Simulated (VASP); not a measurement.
# P: single point with LDA

P:

```xyz
1
Lattice="0.0000 1.9227 1.9227 1.9227 0.0000 1.9227 1.9227 1.9227 0.0000" Properties=species:S:1:pos:R:3 pbc="T T T"
P     0.0000    0.0000    0.0000
```

| Property | Result |
| --- | --- |
| Program | VASP 6.6.1 |
| Task | single point |
| Functional | LDA |
| Potentials or basis | VASP PAW LDA potentials, release 64 (P) |
| Cutoff | 520 eV |
| k mesh | 11 × 11 × 11 |
| Occupations | gaussian, width 0.05 eV |
| Spin | no spin polarisation |

- Pressure: -2.2 GPa

Levels at points of the mesh, in eV from the Fermi level:
```tsv
k point	band 1	band 2	band 3	band 4	band 5	band 6	band 7
(0.00, 0.00, 0.00)	-16.49	6.93	6.93	6.93	11.52	11.52	11.52
```

Wall time 2.3 s on 1 thread of Intel(R) Xeon(R) 6975P-C (Granite Rapids), with other jobs on the host, peak memory 0.11 GiB.
